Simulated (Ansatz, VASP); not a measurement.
Two plane-wave programs on TlBr

File INCAR:

```
SYSTEM = TlBr
ALGO = Normal ; EDIFF = 1E-6
ENCUT = 400 ; GGA = PE
GGA_COMPAT = .False. ; ISIF = 2
ISMEAR = 0 ; LASPH = .True.
LCHARG = .False. ; LREAL = .False.
LWAVE = .False. ; NBANDS = 17
NELM = 120 ; NELMDL = -8
PREC = Accurate ; SIGMA = 0.01
```

The input KPOINTS:

```
k-points
0
Gamma
  1 1 1
  0 0 0
```

Contents of POSCAR:

```
TlBr
1.0
    9.0000000000      0.0000000000      0.0000000000
    0.0000000000      9.0000000000      0.0000000000
    0.0000000000      0.0000000000     11.6900000000
Tl Br
1 1
Direct
    0.5000000000      0.5000000000      0.3849444000
    0.5000000000      0.5000000000      0.6153558600
```

Input for Ansatz:

```yaml
crystal:
  lattice:
    - [9.0, 0.0, 0.0]
    - [0.0, 9.0, 0.0]
    - [0.0, 0.0, 11.69]
  atoms:
    - { symbol: Tl, position: [0.5, 0.5, 0.3849444] }
    - { symbol: Br, position: [0.5, 0.5, 0.61535586] }
basis:
  ecutwfc: 420
  ecutrho_ratio: 4
kpoints:
  mp_grid: { grid: [1, 1, 1] }
hamiltonian:
  xc: pbe
scf:
  occupations: { method: gaussian, width: 0.01 }
output:
  forces: true
  eigenvalues: true
  populations: true
```

Alike in both runs: task single point; functional PBE; k mesh 1 × 1 × 1; occupations gaussian, width 0.01 eV; no spin polarisation.

|  | VASP | Ansatz |
| --- | --- | --- |
| version | VASP 6.6.1 | Ansatz 0.2.0 |
| potentials or method | VASP PAW PBE potentials, release 64 (Tl_d, Br), cutoff 400 eV | scalar-relativistic, plane waves, PAW |
| valence electrons in the cell | 20 | 20 |

VASP gave:

- gap on the k mesh at the Fermi level (eV): 3.69
- rms of the force components (eV/Å): 0.078

**Question.** Which values does Ansatz return?

**Answer.** gap on the k mesh at the Fermi level (eV): 3.69; rms of the force components (eV/Å): 0.084.

Atom by atom the forces differ by 0.006 eV/Å (rms over components).

Spin-orbit coupling is off throughout.
